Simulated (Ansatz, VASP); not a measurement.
## BC5: VASP beside Ansatz

Contents of INCAR:

```
PREC     = Accurate       # precision mode
ENCUT    = 520            # plane-wave cutoff, eV
EDIFF    = 1E-6           # SCF threshold, eV
ISMEAR   = 0              # smearing method
SIGMA    = 0.1            # smearing width, eV
LREAL    = F              # projectors in reciprocal space
LASPH    = T              # aspherical terms in the spheres
NELM     = 150            # most SCF steps
ALGO     = Normal         # electronic algorithm
ISIF     = 2              # what is computed and relaxed
LWAVE    = F              # write WAVECAR
LCHARG   = T              # write CHGCAR
ISPIN    = 2              # spin polarisation
MAGMOM   = 0 1 1 1 1 1    # initial moments
LORBIT   = 11             # projections on sites
GGA      = PE             # functional
LELF     = T              # ELF
LVHAR    = T            
NBANDS   = 24             # bands
```

File KPOINTS:

```
Automatic mesh
0
Gamma
  6 6 4
```

The input POSCAR:

```
BC5
1.0
    4.6938878300      0.0000000000      0.0000000000
   -2.3469439200      4.0650261000      0.0000000000
    0.0000000000      0.0000000000      3.9222412600
B C
1 5
Direct
    0.0000000000      0.0000000000      0.0000000000
    0.5000000000      0.0000000000      0.5000000000
    0.5000000000      0.5000000000      0.5000000000
    0.0000000000      0.5000000000      0.5000000000
    0.3333333300      0.6666666700      0.0000000000
    0.6666666700      0.3333333300      0.0000000000
```

Input for Ansatz:

```yaml
crystal:
  lattice:
    - [4.69388783, 0.0, 0.0]
    - [-2.34694392, 4.0650261, 0.0]
    - [0.0, 0.0, 3.92224126]
  atoms:
    - { symbol: B, position: [0.0, 0.0, 0.0] }
    - { symbol: C, position: [0.5, 0.0, 0.5], spin: 1.0 }
    - { symbol: C, position: [0.5, 0.5, 0.5], spin: 1.0 }
    - { symbol: C, position: [0.0, 0.5, 0.5], spin: 1.0 }
    - { symbol: C, position: [0.33333333, 0.66666667, 0.0], spin: 1.0 }
    - { symbol: C, position: [0.66666667, 0.33333333, 0.0], spin: 1.0 }
basis:
  ecutwfc: 420
kpoints:
  mp_grid: { grid: [6, 6, 4] }
hamiltonian:
  xc: pbe
scf:
  occupations: { method: gaussian, width: 0.1 }
  lower_state_search: "off"
output:
  forces: true
  stress: true
  eigenvalues: true
  populations: true
magnetization:
  spin_polarized: true
```

Change from the starting cell: species swapped into the TbRh5 type (P6/mmm, No. 191).

Alike in both runs: task single point; functional PBE; k mesh 6 × 6 × 4; occupations gaussian, width 0.1 eV; collinear spin.

```csv
,VASP,Ansatz
version,VASP 6.6.1,Ansatz 0.2.0
potentials or method,"VASP PAW PBE potentials, release 64 (B, C), cutoff 520 eV","scalar-relativistic, plane waves, PAW"
valence electrons in the cell,23,23
```

```tsv
	VASP	Ansatz	Ansatz less VASP
gap on the k mesh at the Fermi level (eV)	none	none	-
pressure (GPa)	-25.7	-25.7	+0.01
traceless stress, the component that is largest in VASP (GPa)	1.92	1.94	+0.016
net moment per atom (μB)	0.00	0.00	0.000
```

A gap of «none» marks a metal or a gap that the smearing closes. Ansatz's warnings: seeded moment not kept.

The k mesh is coarse, so the values compare programs but aren't converged.
